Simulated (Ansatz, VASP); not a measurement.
Given: the input of a run of Ansatz 0.2.0 on FePt.

File input.yaml:

```yaml
crystal:
  lattice:
    - [2.7235, 0.0, 0.0]
    - [0.0, 2.7235, 0.0]
    - [0.0, 0.0, 3.72]
  atoms:
    - { symbol: Pt, position: [0.5, 0.5, 0.5] }
    - { symbol: Fe, position: [0.0, 0.0, 0.0], spin: 3.0 }
kpoints:
  mp_grid: { grid: [10, 10, 7] }
scf:
  occupations: { method: fermi_dirac, width: 0.05 }
hamiltonian:
  xc: blyp
  pseudopotentials: { kind: all_electron, lapw: { basis_error: 0.001 } }
magnetization:
  spin_polarized: true
output:
  forces: true
  stress: true
relax:
  f_tol: 0.02
  max_steps: 60
  cell: {}
```

Potentials or basis: all-electron LAPW, scalar-relativistic.

Run with:

```sh
$ ansatz run input.yaml --threads 2 --pin off --max-ram 6144MiB --backend cpu --events-out ev --progress --plain --runs-dir out
```

Problem. Set up the same calculation for VASP 6.6.1. Potentials there: VASP PAW PBE potentials, release 64 (Pt, Fe).

Solution. As run (the cutoff follows the program's own potentials):

File INCAR:

```
  PREC = Accurate
  ENCUT = 600
  EDIFF = 1E-6
  ISMEAR = -1
  SIGMA = 0.05
  LREAL = F
  LASPH = T
  NELM = 150
  ALGO = Normal
  ISIF = 3
  LWAVE = F
  LCHARG = F
  ISPIN = 2
  MAGMOM = 0 3
  LORBIT = 11
  LMAXMIX = 4
  GGA = B5
  ALDAX = 1.0
  AGGAX = 1.0
  AGGAC = 1.0
  ALDAC = 0.0
  IBRION = 2
  NSW = 80
  EDIFFG = -0.02
```

KPOINTS

```
Automatic mesh
0
Gamma
  10 10 7
```

The input POSCAR:

```
FePt
1.0
    2.7235000000      0.0000000000      0.0000000000
    0.0000000000      2.7235000000      0.0000000000
    0.0000000000      0.0000000000      3.7200000000
Pt Fe
1 1
Direct
    0.5000000000      0.5000000000      0.5000000000
    0.0000000000      0.0000000000      0.0000000000
```

Potentials or basis: VASP PAW PBE potentials, release 64 (Pt, Fe).

Command:

```console
$ cat potpaw_PBE.64/Pt/POTCAR potpaw_PBE.64/Fe/POTCAR > POTCAR
$ mpirun -np 1 vasp_std > vasp.out
```

Both were run:

|  | VASP | Ansatz | Ansatz less VASP |
| --- | --- | --- | --- |
| net moment per atom (μB) | 1.66 | 1.66 | +0.007 |
| size of the moment on the site where the two differ most (μB) | 2.95 | 3.01 | +0.055 |
| relaxed volume (Å³/atom) | 14.83 | 14.78 | -0.051 |
| relaxed cell length with the largest relative difference (Å) | 3.811 | 3.804 | -0.0067 |

VASP's potentials were made for PBE, not for BLYP. Site moments also hang on the region over which each program counts them. Ansatz ran all-electron here, and VASP with PAW potentials.

Neither program's run includes spin-orbit coupling.
